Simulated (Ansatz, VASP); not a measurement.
## MgS5 in VASP and in Ansatz

```
CELL_PARAMETERS angstrom
3.20676 0.00000 0.00000
-1.60338 2.77713 0.00000
0.00000 0.00000 14.48950
ATOMIC_POSITIONS crystal
Mg 0.00000 0.00000 0.00000
S 0.66667 0.33333 0.87534
S 0.00000 0.00000 0.61151
S 0.66667 0.33333 0.50000
S 0.00000 0.00000 0.38849
S 0.66667 0.33333 0.12466
```

Change from the starting cell: species swapped into the Mg5Cd type (P-6m2, No. 187).

Alike in both runs: functional PBE; k mesh 6 × 6 × 2; occupations gaussian, width 0.1 eV; no spin polarisation.

Ansatz relaxed the structure, and its values are those at the end. VASP's run is a single point on that final structure, the one shown.

|  | VASP | Ansatz |
| --- | --- | --- |
| version | VASP 6.6.1 | Ansatz 0.2.0 |
| potentials or method | VASP PAW PBE potentials, release 64 (Mg, S), cutoff 520 eV | scalar-relativistic, plane waves, PAW |
| valence electrons in the cell | 32 | 40 |

VASP gave:

* gap on the k mesh at the Fermi level (eV): none
* pressure (GPa): -0.2
* rms of the force components (eV/Å): 0.008

**Question.** What did Ansatz give for the same quantities?

**Answer.** gap on the k mesh at the Fermi level (eV): none; pressure (GPa): 0.0; rms of the force components (eV/Å): 0.004.

A gap of «none» marks a metal or a gap that the smearing closes. VASP's potentials hold 32 valence electrons a cell and Ansatz's 40, so a difference there can come from the potentials and not from the codes.

The k mesh is coarse, so the values compare programs but aren't converged.
